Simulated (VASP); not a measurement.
# MgB2 (P6/mmm) in VASP: a series of runs, part 2 of 2

VASP 6.6.1. The steps go on from the part before.

### 3 Relaxation of shape and atoms at fixed volume, PBE (volume scaled by 1.10)

Input file INCAR:

```
ALGO     = Normal         # electronic algorithm
EDIFF    = 1E-7           # SCF threshold, eV
EDIFFG   = -0.01          # ionic threshold
ENCUT    = 600            # plane-wave cutoff, eV
GGA      = PE             # functional
IBRION   = 2              # ionic algorithm
ISIF     = 4              # what is computed and relaxed
ISMEAR   = 0              # smearing method
LASPH    = T              # aspherical terms in the spheres
LCHARG   = F              # write CHGCAR
LREAL    = F              # projectors in reciprocal space
LWAVE    = F              # write WAVECAR
NELM     = 80             # most SCF steps
NSW      = 50             # ionic steps
PREC     = Accurate       # precision mode
SIGMA    = 0.1            # smearing width, eV
```

Input file KPOINTS:

```
k-points
0
Gamma
  15 15 12
```

Input file POSCAR:

```
MgB2
1.0
    3.1587019616      0.0000000000      0.0000000000
   -1.5793509808      2.7355161417      0.0000000000
    0.0000000000      0.0000000000      3.6769924603
Mg B
1 2
Direct
    0.0000000000      0.0000000000      0.0000000000
    0.3333333333      0.6666666667      0.5000000000
    0.6666666667      0.3333333333      0.5000000000
```

Potentials or basis: VASP PAW PBE potentials, release 64 (Mg, B).

On the command line:

```console
cat potpaw_PBE.64/Mg/POTCAR potpaw_PBE.64/B/POTCAR > POTCAR
mpirun -np 1 vasp_std > vasp.out
```

Run time: 68 s. Hardware: 1 thread of Intel Xeon 6975P-C, shared host; peak memory 0.22 GiB.

The run converged. Its results:

| Quantity | Value |
| --- | --- |
| Free energy | -15.2114 eV |
| Energy gained by relaxing | 0.2 meV/atom |
| Ionic steps | 2 |
| Pressure after relaxing | -11.8 GPa |
| Band gap on the k mesh | zero (band 4 reaches 6.28 eV, above the bottom of band 5 at 2.85 eV) |

Stress tensor (GPa, compression positive):
```
-11.89   0.00   0.00
  0.00 -11.89   0.00
  0.00   0.00 -11.66
```

The path:
```tsv
step	energy change (eV)	largest force (eV/Å)	pressure (GPa)	volume (Å³)
1	0.0000	0.0000	-12.02	31.77
2	-0.0007	0.0000	-11.81	31.77
```

Final structure:
```
CELL_PARAMETERS angstrom
3.15286 0.00000 0.00000
-1.57643 2.73046 0.00000
0.00000 0.00000 3.69063
ATOMIC_POSITIONS crystal
Mg 0.00000 0.00000 0.00000
B 0.33333 0.66667 0.50000
B 0.66667 0.33333 0.50000
```

Levels at points of the mesh, in eV from the Fermi level:
```
           k point  band 2  band 3  band 4  band 5  band 6  band 7
(0.00, 0.00, 0.00)   -2.98    0.41    0.41    1.03    6.16    6.16
(0.00, 0.00, 0.50)   -7.06    0.71    0.71    6.49    6.49    7.68
```

Caveat: the cell differs from its parent crystal (volume scaled by 1.10).

### 4 Single point, PBE

This run uses another cell than the first one, of 9.63 Å³/atom, 0.943 times its volume.

Input file INCAR:

```
PREC = Accurate
ENCUT = 520
EDIFF = 1E-6
ISMEAR = 0
SIGMA = 0.1
LREAL = False
LASPH = True
NELM = 100
ALGO = Normal
ISIF = 2
LWAVE = False
LCHARG = False
GGA = PE
NBANDS = 11
```

Input file KPOINTS:

```
regular mesh
0
Gamma
  15 15 12
```

Input file POSCAR:

```
MgB2
1.0
    3.0728984930      0.0000000000      0.0000000000
   -1.5364492465      2.6612081582      0.0000000000
    0.0000000000      0.0000000000      3.5320018748
Mg B
1 2
Direct
    0.0000000000      0.0000000000      0.0000000000
    0.3333333333      0.6666666667      0.5000000000
    0.6666666667      0.3333333333      0.5000000000
```

Potentials or basis: VASP PAW PBE potentials, release 64 (Mg, B).

On the command line:

```console
cat potpaw_PBE.64/Mg/POTCAR potpaw_PBE.64/B/POTCAR > POTCAR
mpirun -np 1 vasp_std > vasp.out
```

OUTCAR:

```text
PREC = Accurate
   ENCUT = 520
   EDIFF = 1E-6
   ISMEAR = 0
   LREAL = False
   LASPH = True
   NELM = 100
   ISIF = 2
   GGA = PE

 ion  position               nearest neighbor table
   1  0.000  0.000  0.000-   2 2.50   3 2.50   2 2.50   3 2.50   3 2.50   3 2.50   2 2.50   2 2.50
                             3 2.50   3 2.50   2 2.50   2 2.50
   2  0.333  0.667  0.500-   3 1.77   3 1.77   3 1.77   1 2.50   1 2.50   1 2.50   1 2.50   1 2.50
                             1 2.50
   3  0.667  0.333  0.500-   2 1.77   2 1.77   2 1.77   1 2.50   1 2.50   1 2.50   1 2.50   1 2.50
                             1 2.50

  LATTYP: Found a hexagonal cell.
[... 528 lines left out ...]

 [... further k-points ...]
[... 5 lines left out ...]
  --------------------------------------------------------------------------------------
  -------------------------------------------------------------------------------------
  Total       -0.0362989     -0.0362989     -0.0700156      0.0000000     -0.0000000      0.0000000
  in kB       -2.0135214     -2.0135214     -3.8838026      0.0000000     -0.0000000      0.0000000
  external PRESSURE =      -2.6369484 kB  Pullay stress =       0.0000000 kB

 VOLUME and BASIS-vectors are now :
 -----------------------------------------------------------------------------
  energy-cutoff  :      520.00
  volume of cell :       28.88
      direct lattice vectors                 reciprocal lattice vectors
     3.072898493  0.000000000  0.000000000     0.325425653  0.187884589  0.000000000
    -1.536449246  2.661208158  0.000000000     0.000000000  0.375769177  0.000000000
     0.000000000  0.000000000  3.532001875     0.000000000  0.000000000  0.283125558

 POSITION                                       TOTAL-FORCE (eV/Angst)
 -----------------------------------------------------------------------------------
      0.00000      0.00000      0.00000         0.000000     -0.000000      0.000000
     -0.00000      1.77414      1.76600        -0.000000     -0.000000     -0.000000
      1.53645      0.88707      1.76600         0.000000      0.000000      0.000000
 -----------------------------------------------------------------------------------
    total drift:                                0.000000     -0.000000      0.000000

  FREE ENERGIE OF THE ION-ELECTRON SYSTEM (eV)
  ---------------------------------------------------
  free  energy   TOTEN  =       -15.3251924518 eV

  energy  without entropy=      -15.3214626825  energy(sigma->0) =      -15.32332757
```

Wall time 58 s (1 thread of Intel Xeon 8259CL, shared host); peak memory 0.19 GiB.

Results:

- Free energy: -15.3252 eV
- Pressure: -0.3 GPa
- Band gap on the k mesh: zero (band 4 reaches 7.07 eV, above the bottom of band 5 at 3.30 eV)

Stress tensor (GPa, compression positive):
```
-0.20  0.00  0.00
 0.00 -0.20  0.00
 0.00  0.00 -0.39
```

Levels at points of the mesh, in eV from the Fermi level:
```csv
k point,band 1,band 2,band 3,band 4,band 5,band 6,band 7,band 8
"(0.00, 0.00, 0.00)",-12.44,-3.00,0.40,0.40,1.57,6.40,6.40,8.25
"(0.00, 0.00, 0.50)",-11.19,-7.45,0.77,0.77,6.71,6.71,8.06,9.85
```

### 5 Single point, PBE

This run uses another cell than the first one, of 9.63 Å³/atom, 0.943 times its volume.

Input file INCAR:

```
SYSTEM = MgB2
ALGO = Normal
EDIFF = 1E-6
ENCUT = 520
GGA = PE
ISIF = 2
ISMEAR = -1
LASPH = .TRUE.
LCHARG = .TRUE.
LELF = .TRUE.
LREAL = .FALSE.
LVHAR = .TRUE.
LWAVE = .FALSE.
NBANDS = 11
NELM = 60
PREC = Accurate
SIGMA = 0.15
```

Input file KPOINTS:

```
k-points
0
G
  15 15 12
  0 0 0
```

Input file POSCAR:

```
MgB2
1.0
    3.0754729983      0.0000000000      0.0000000000
   -1.5377364991      2.6634377452      0.0000000000
    0.0000000000      0.0000000000      3.5258527714
Mg B
1 2
Direct
    0.0000000000      0.0000000000      0.0000000000
    0.3333333333      0.6666666667      0.5000000000
    0.6666666667      0.3333333333      0.5000000000
```

On the command line:

```console
cat potpaw_PBE.64/Mg/POTCAR potpaw_PBE.64/B/POTCAR > POTCAR
mpirun -np 1 vasp_std > vasp.out
```

It took 56 s on 1 thread of Intel Xeon 8259CL, shared host; peak memory 0.19 GiB.

The run converged. Its results:

| Item | Value |
| --- | --- |
| Free energy | -15.3492 eV |
| Pressure | -0.3 GPa |
| Band gap on the k mesh | zero (band 4 reaches 7.08 eV, above the bottom of band 5 at 3.30 eV) |

Stress tensor (GPa, compression positive):
```
-0.19  0.00  0.00
 0.00 -0.19  0.00
 0.00  0.00 -0.41
```

Levels at points of the mesh, in eV from the Fermi level:
```
           k point  band 1  band 2  band 3  band 4  band 5  band 6  band 7  band 8  band 9
(0.00, 0.00, 0.00)  -12.44   -2.98    0.39    0.39    1.62    6.37    6.37    8.20   10.01
(0.00, 0.00, 0.50)  -11.18   -7.44    0.76    0.76    6.69    6.69    8.03    9.92    9.97
```

### 6 Relaxation of cell and atoms, PBE

This run uses another cell than the first one, of 9.63 Å³/atom, 0.943 times its volume.

Input file INCAR:

```
PREC = Accurate
ENCUT = 600
EDIFF = 1E-6
ISMEAR = -1
SIGMA = 0.15
LREAL = F
LASPH = T
NELM = 80
ALGO = Normal
ISIF = 3
LWAVE = F
LCHARG = F
GGA = PE
IBRION = 2
NSW = 80
EDIFFG = -0.001
```

Input file KPOINTS:

```
Automatic mesh
0
Gamma
  15 15 12
```

Input file POSCAR:

```
MgB2
1.0
    3.0728984930      0.0000000000      0.0000000000
   -1.5364492465      2.6612081582      0.0000000000
    0.0000000000      0.0000000000      3.5320018748
Mg B
1 2
Direct
    0.0000000000      0.0000000000      0.0000000000
    0.3333333333      0.6666666667      0.5000000000
    0.6666666667      0.3333333333      0.5000000000
```

Potentials or basis: VASP PAW PBE potentials, release 64 (Mg, B).

On the command line:

```console
cat potpaw_PBE.64/Mg/POTCAR potpaw_PBE.64/B/POTCAR > POTCAR
mpirun -np 1 vasp_std > vasp.out
```

Run time: 2.7 min. Hardware: 1 thread of Intel Xeon 8259CL, shared host; peak memory 0.21 GiB.

The run converged. Its results:

| Quantity | Value |
| --- | --- |
| Free energy | -15.3512 eV |
| Relaxed volume | 9.61 Å³/atom |
| Relaxed cell | a = 3.074 Å, b = 3.074 Å, c = 3.521 Å, α = 90.00°, β = 90.00°, γ = 120.00° |
| Space group after relaxing (to 0.05 Å) | P6/mmm (No. 191) |
| Energy gained by relaxing | 0.1 meV/atom |
| Ionic steps | 7 |
| Pressure after relaxing | 0.0 GPa |
| Band gap on the k mesh | zero (band 4 reaches 7.10 eV, above the bottom of band 5 at 3.30 eV) |

Step by step:
```
step  energy change (eV)  largest force (eV/Å)  pressure (GPa)  volume (Å³)
   1              0.0000                0.0000           -0.18        28.88
   2             -0.0002                0.0000           -0.06        28.84
   3             -0.0002                0.0000           -0.01        28.82
   4             -0.0002                0.0000           -0.01        28.82
   5             -0.0002                0.0000           -0.02        28.83
   6             -0.0002                0.0000           -0.02        28.83
   7             -0.0002                0.0000            0.00        28.82
```

Final structure:
```yaml
crystal:
  lattice:
    - [3.07436, 0.00000, 0.00000]
    - [-1.53718, 2.66247, 0.00000]
    - [0.00000, 0.00000, 3.52120]
  atoms:
    - { symbol: Mg, position: [0.00000, 0.00000, 0.00000] }
    - { symbol: B, position: [0.33333, 0.66667, 0.50000] }
    - { symbol: B, position: [0.66667, 0.33333, 0.50000] }
```

Levels at points of the mesh, in eV from the Fermi level:
| k point | band 2 | band 3 | band 4 | band 5 | band 6 | band 7 |
| --- | --- | --- | --- | --- | --- | --- |
| (0.00, 0.00, 0.00) | -2.97 | 0.38 | 0.38 | 1.64 | 6.37 | 6.37 |
| (0.00, 0.00, 0.50) | -7.45 | 0.76 | 0.76 | 6.69 | 6.69 | 8.03 |

### 7 Overview

```tsv
task	cell	cutoff (eV)	smearing	gap on the mesh (eV)	pressure (GPa)
relaxation of shape and atoms at fixed volume	relaxed from a = 3.127, b = 3.127, c = 3.616 Å, angles 90.0, 90.0, 120.0°, 3 atoms	600	gaussian 0.1 eV	none	-7.8
relaxation of shape and atoms at fixed volume	relaxed from a = 3.159, b = 3.159, c = 3.677 Å, angles 90.0, 90.0, 120.0°, 3 atoms	600	gaussian 0.1 eV	none	-11.8
single point	a = 3.073, b = 3.073, c = 3.532 Å, angles 90.0, 90.0, 120.0°, 3 atoms	520	gaussian 0.1 eV	none	-0.3
single point	a = 3.075, b = 3.075, c = 3.526 Å, angles 90.0, 90.0, 120.0°, 3 atoms	520	fermi-dirac 0.15 eV	none	-0.3
relaxation of cell and atoms	relaxed from a = 3.073, b = 3.073, c = 3.532 Å, angles 90.0, 90.0, 120.0°, 3 atoms	600	fermi-dirac 0.15 eV	none	0.0
```

Alike in all rows: level PBE; potentials or basis VASP PAW PBE potentials, release 64 (Mg, B); no spin polarisation; k mesh 15 × 15 × 12.

Total energies depend on the potentials used, so only differences within one code and one set of settings carry meaning.
